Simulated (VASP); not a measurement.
# SrBr3 (P4/mmm) in VASP: single point with PBE

Aim: the single point of SrBr3 with PBE.

Everything below comes from runs of VASP 6.6.1. Logs are shortened: lines on timing, memory, paths and dates and some standing lists are left out, and cuts for length are marked.

## 1. The cell of the first run

The structure is tetragonal, space group P4/mmm (No. 123). Conventional cell: a = 5.092 Å, b = 5.092 Å, c = 4.558 Å, α = 90.00°, β = 90.00°, γ = 90.00°. Within 4.6 Å of Sr (site symmetry 4/mmm) lie 12 Br at 3.42 to 3.60 Å and 2 Sr at 4.56 Å. Within 4.6 Å of Br (site symmetry mmm) lie 4 Sr at 3.42 Å and 10 Br at 3.42 to 4.56 Å. Br (site symmetry 4/mmm) has 10 Br at 3.42 to 4.56 Å and 4 Sr at 3.60 Å within 4.6 Å.

## 2. Single point, PBE

Input file INCAR:

```
SYSTEM = SrBr3
  PREC = Accurate
  ENCUT = 520
  EDIFF = 1E-6
  ISMEAR = 0
  SIGMA = 0.1
  LREAL = .FALSE.
  LASPH = .TRUE.
  NELM = 80
  ALGO = Normal
  ISIF = 2
  LWAVE = .FALSE.
  LCHARG = .FALSE.
  GGA = PE
  NBANDS = 24
```

Input file KPOINTS:

```
Automatic mesh
0
G
  10 10 10
  0 0 0
```

Input file POSCAR:

```
SrBr3
1.0
    5.0920828011      0.0000000000      0.0000000000
    0.0000000000      5.0920828011      0.0000000000
    0.0000000000      0.0000000000      4.5580761722
Sr Br
1 3
Direct
    0.0000000000      0.0000000000      0.0000000000
    0.0000000000      0.5000000000      0.5000000000
    0.5000000000      0.0000000000      0.5000000000
    0.5000000000      0.5000000000      0.0000000000
```

Potentials or basis: VASP PAW PBE potentials, release 64 (Sr_sv, Br).

Run with:

```console
$ cat potpaw_PBE.64/Sr_sv/POTCAR potpaw_PBE.64/Br/POTCAR > POTCAR
$ mpirun -np 1 vasp_std > vasp.out
```

OUTCAR:

```text
SYSTEM = SrBr3
   PREC = Accurate
   ENCUT = 520
   EDIFF = 1E-6
   ISMEAR = 0
   LREAL = .FALSE.
   LASPH = .TRUE.
   NELM = 80
   ISIF = 2
   GGA = PE

 ion  position               nearest neighbor table
   1  0.000  0.000  0.000-   2 3.42   3 3.42   2 3.42   3 3.42   2 3.42   2 3.42   3 3.42   3 3.42
                             4 3.60   4 3.60   4 3.60   4 3.60
   2  0.000  0.500  0.500-   1 3.42   1 3.42   1 3.42   1 3.42
   3  0.500  0.000  0.500-   1 3.42   1 3.42   1 3.42   1 3.42
   4  0.500  0.500  0.000-   1 3.60   1 3.60   1 3.60   1 3.60

  LATTYP: Found a simple tetragonal cell.
 ALAT       =     5.0920828011
 C/A-ratio  =     0.8951300185

  Lattice vectors:

 A1 = (   5.0920828011,   0.0000000000,   0.0000000000)
 A2 = (   0.0000000000,   5.0920828011,   0.0000000000)
 A3 = (   0.0000000000,   0.0000000000,   4.5580761722)

Analysis of symmetry for initial positions (statically):
=====================================================================
 Subroutine PRICEL returns:
 Original cell was already a primitive cell.

 Routine SETGRP: Setting up the symmetry group for a
 simple tetragonal supercell.

 Subroutine GETGRP returns: Found 16 space group operations
 (whereof 16 operations were pure point group operations)
 out of a pool of 16 trial point group operations.

The static configuration has the point symmetry D_4h.

Analysis of symmetry for dynamics (positions and initial velocities):
=====================================================================
 Subroutine PRICEL returns:
 Original cell was already a primitive cell.

 Routine SETGRP: Setting up the symmetry group for a
 simple tetragonal supercell.

 Subroutine GETGRP returns: Found 16 space group operations
 (whereof 16 operations were pure point group operations)
 out of a pool of 16 trial point group operations.

The dynamic configuration has the point symmetry D_4h.

 Subroutine INISYM returns: Found 16 space group operations
 (whereof 16 operations are pure point group operations),
 and found     1 'primitive' translations

----------------------------------------------------------------------------------------

                                     Primitive cell

  volume of cell :     118.1878

  direct lattice vectors                    reciprocal lattice vectors
     5.092082801  0.000000000  0.000000000     0.196383295  0.000000000  0.000000000
     0.000000000  5.092082801  0.000000000     0.000000000  0.196383295  0.000000000
     0.000000000  0.000000000  4.558076172     0.000000000  0.000000000  0.219390805

  length of vectors
     5.092082801  5.092082801  4.558076172     0.196383295  0.196383295  0.219390805

  position of ions in fractional coordinates (direct lattice)
     0.000000000  0.000000000  0.000000000
     0.000000000  0.500000000  0.500000000
     0.500000000  0.000000000  0.500000000
     0.500000000  0.500000000  0.000000000

  ion indices of the primitive-cell ions
   primitive index   ion index
                 1           1
                 2           2
                 3           3
                 4           4

----------------------------------------------------------------------------------------

 KPOINTS: Automatic mesh

Automatic generation of k-mesh.
 Grid dimensions read from file:
 generate k-points for:   10   10   10

 Generating k-lattice:

  Cartesian coordinates                     Fractional coordinates (reciprocal lattice)
     0.019638330  0.000000000  0.000000000     0.100000000  0.000000000  0.000000000
     0.000000000  0.019638330  0.000000000     0.000000000  0.100000000  0.000000000
     0.000000000  0.000000000  0.021939080     0.000000000  0.000000000  0.100000000

  Length of vectors
     0.019638330  0.019638330  0.021939080

  Shift w.r.t. Gamma in fractional coordinates (k-lattice)
     0.000000000  0.000000000  0.000000000

 Subroutine IBZKPT returns following result:
 ===========================================

 Found    126 irreducible k-points:

 Following reciprocal coordinates:
            Coordinates               Weight
  0.000000  0.000000  0.000000      1.000000
  0.100000  0.000000  0.000000      4.000000
  0.200000  0.000000  0.000000      4.000000
  0.300000  0.000000  0.000000      4.000000
  0.400000  0.000000  0.000000      4.000000
  0.500000  0.000000  0.000000      2.000000
[... 16 lines left out ...]
  0.100000  0.000000  0.100000      8.000000
  0.200000  0.000000  0.100000      8.000000
 [... further k-points ...]
   k-points           NKPTS =    126   k-points in BZ     NKDIM =    126   number of bands    NBANDS=     24
   number of dos      NEDOS =    301   number of ions     NIONS =      4
   total plane-waves  NPLWV =  57600
   dimension x,y,z NGX =    40 NGY =   40 NGZ =   36
   dimension x,y,z NGXF=    80 NGYF=   80 NGZF=   72
   ions per type =               1   3
   NGX,Y,Z   is equivalent  to a cutoff of  13.06, 13.06, 13.13 a.u.
   NGXF,Y,Z  is equivalent  to a cutoff of  26.12, 26.12, 26.26 a.u.
 SYSTEM =  SrBr3
   PREC   = accura    normal or accurate (medium, high low for compatibility)
   ISTART =      0    job   : 0-new  1-cont  2-samecut
   ICHARG =      2    charge: 1-file 2-atom 10-const
   ISPIN  =      1    spin polarized calculation?
   LNONCOLLINEAR =      F non collinear calculations
   LSORBIT =      F    spin-orbit coupling
   LASPH  =      T    aspherical Exc in radial PAW
   ENCUT  =  520.0 eV  38.22 Ry    6.18 a.u.   9.47  9.47  8.48*2*pi/ulx,y,z
   NELM   =     80;   NELMIN=  2; NELMDL= -5     # of ELM steps
   EDIFF  = 0.1E-05   stopping-criterion for ELM
   LREAL  =      F    real-space projection
[... 7 lines left out ...]
   TEBEG  =    0.0;   TEEND  =   0.0 temperature during run
   PSTRESS=    0.0 pullay stress
   NELECT =      31.0000    total number of electrons
   NUPDOWN=      -1.0000    fix difference up-down
   EMIN   =  10.00;   EMAX   =-10.00  energy-range for DOS
   EFERMI =   0.00;   METHOD = LEGACY
   ISMEAR =     0;   SIGMA  =   0.10  broadening in eV -4-tet -1-fermi 0-gaus
   EFERMI_NEDOS =   21; number of points for ismear=-14 and -15
   IALGO  =     38    algorithm
   IMIX   =      4    mixing-type and parameters
     AMIX     =   0.40;   BMIX     =  1.00
     AMIX_MAG =   1.60;   BMIX_MAG =  1.00
  volume/ion in A,a.u.               =      29.55       199.39
  Fermi-wavevector in a.u.,A,eV,Ry     =   1.047944  1.980326 14.941724  1.098186
  Thomas-Fermi vector in A             =   2.182845
   LORBIT       =      0    0 simple, 1 ext, 2 COOP (PROOUT), +10 PAW based schemes
   GGA     = PE    functional components
   LHFCALC =     F    Hartree Fock is set to
   AEXX    =    0.0000 exact exchange contribution
   IVDW    =     0    specifies the selected vdW correction
   LEPSILON=     F    determine dielectric tensor
   LRPA    =     F    only Hartree local field effects (RPA)
 non-spin polarized calculation
 Gauss-broadening in eV      SIGMA  =   0.10
  energy-cutoff  :      520.00
  volume of cell :      118.19
 maximum number of plane-waves:      3217
 NGX is ok and might be reduce to    40
   NGX = 19   NGY = 19   NGZ = 17

 number of electron      31.0000002 magnetization

 Free energy of the ion-electron system (eV)
  ---------------------------------------------------
  ext. energy  EPLUGINS =         0.00000000
  ---------------------------------------------------
  free energy    TOTEN  =       -11.53924984 eV

  energy without entropy =      -11.50877729  energy(sigma->0) =      -11.52401356

 E-fermi :   1.5540     XC(G=0):  -8.8292

 val. band max:        1.5519568388   @ k =   0.5000   0.4000   0.5000
 cond. band min:       1.5570298340   @ k =   0.5000   0.1000   0.3000
 fundamental gap:      0.0050729952
 Fermi energy:         1.5540222098

 k-point     1 :       0.0000    0.0000    0.0000
  band No.  band energies     occupation
      1     -33.5863      2.00000
      2     -15.5146      2.00000
      3     -15.5093      2.00000
      4     -15.5093      2.00000
      5     -12.8980      2.00000
      6     -11.8241      2.00000
[... 16 lines left out ...]
     23       8.5055      0.00000
     24      11.5343      0.00000

 k-point     2 :       0.1000    0.0000    0.0000
  band No.  band energies     occupation
      1     -33.5863      2.00000
      2     -15.5153      2.00000
      3     -15.5143      2.00000
      4     -15.5091      2.00000
      5     -12.8716      2.00000
      6     -11.8379      2.00000
[... 16 lines left out ...]
     23       8.6549      0.00000
     24      11.4171      0.00000

 k-point     3 :       0.2000    0.0000    0.0000
  band No.  band energies     occupation
      1     -33.5862      2.00000
      2     -15.5305      2.00000
      3     -15.5135      2.00000
      4     -15.5085      2.00000
      5     -12.7964      2.00000
      6     -11.8875      2.00000
[... 16 lines left out ...]
     23       9.0672      0.00000
     24      10.8286      0.00000

 k-point     4 :       0.3000    0.0000    0.0000
  band No.  band energies     occupation
      1     -33.5860      2.00000
      2     -15.5489      2.00000
      3     -15.5126      2.00000
      4     -15.5077      2.00000
      5     -12.6848      2.00000
      6     -11.9795      2.00000
[... 16 lines left out ...]
     23       9.6276      0.00000
     24       9.8141      0.00000

 k-point     5 :       0.4000    0.0000    0.0000
  band No.  band energies     occupation
      1     -33.5859      2.00000
      2     -15.5635      2.00000
      3     -15.5118      2.00000
      4     -15.5071      2.00000
      5     -12.5615      2.00000
      6     -12.0928      2.00000
[... 451 lines left out ...]
 k-point    22 :       0.0000    0.0000    0.1000
  band No.  band energies     occupation
      1     -33.5861      2.00000
      2     -15.5248      2.00000
      3     -15.5085      2.00000
      4     -15.5085      2.00000
      5     -12.8639      2.00000
      6     -11.8197      2.00000
[... 16 lines left out ...]
     23       8.7136      0.00000
     24      11.4287      0.00000

 k-point    23 :       0.1000    0.0000    0.1000
  band No.  band energies     occupation
      1     -33.5861      2.00000
      2     -15.5249      2.00000
      3     -15.5135      2.00000
      4     -15.5083      2.00000
      5     -12.8386      2.00000
      6     -11.8339      2.00000
[... 16 lines left out ...]
     23       8.8448      0.00000
     24      11.2732      0.00000

 k-point    24 :       0.2000    0.0000    0.1000
  band No.  band energies     occupation
      1     -33.5860      2.00000
      2     -15.5308      2.00000
      3     -15.5208      2.00000
      4     -15.5077      2.00000
      5     -12.7664      2.00000
      6     -11.8841      2.00000
[... 16 lines left out ...]
     23       9.2167      0.00000
     24      10.7646      0.00000

 [... further k-points ...]

------------------------ aborting loop because EDIFF is reached ----------------------------------------

  FORCE on cell =-STRESS in cart. coord.  units (eV):
  Direction    XX          YY          ZZ          XY          YZ          ZX
  --------------------------------------------------------------------------------------
  -------------------------------------------------------------------------------------
  Total        0.0334652      0.0334652      0.0323834      0.0000000     -0.0000000      0.0000000
  in kB        0.4536606      0.4536606      0.4389953      0.0000000     -0.0000000      0.0000000
  external PRESSURE =       0.4487722 kB  Pullay stress =       0.0000000 kB

 VOLUME and BASIS-vectors are now :
 -----------------------------------------------------------------------------
  energy-cutoff  :      520.00
  volume of cell :      118.19
      direct lattice vectors                 reciprocal lattice vectors
     5.092082801  0.000000000  0.000000000     0.196383295  0.000000000  0.000000000
     0.000000000  5.092082801  0.000000000     0.000000000  0.196383295  0.000000000
     0.000000000  0.000000000  4.558076172     0.000000000  0.000000000  0.219390805

 POSITION                                       TOTAL-FORCE (eV/Angst)
 -----------------------------------------------------------------------------------
      0.00000      0.00000      0.00000         0.000000      0.000000      0.000000
      0.00000      2.54604      2.27904         0.000000      0.000000      0.000000
      2.54604      0.00000      2.27904         0.000000      0.000000      0.000000
      2.54604      2.54604      0.00000         0.000000      0.000000      0.000000
 -----------------------------------------------------------------------------------
    total drift:                                0.000000      0.000000     -0.000000

  FREE ENERGIE OF THE ION-ELECTRON SYSTEM (eV)
  ---------------------------------------------------
  free  energy   TOTEN  =       -11.5392498360 eV

  energy  without entropy=      -11.5087772867  energy(sigma->0) =      -11.52401356
```

It took 2.4 min on 1 thread of Intel Xeon Platinum 8559C (Emerald Rapids), shared host; peak memory 0.46 GiB.

What came out:

| Item | Value |
| --- | --- |
| Free energy | -11.5392 eV |
| Pressure | 0.0 GPa |
| Band gap on the k mesh | zero (an odd number of electrons rules out a gap without spin polarisation) |

Caveat: an odd number of electrons without spin polarisation forces a metal; a magnetic or distorted state may lie lower.
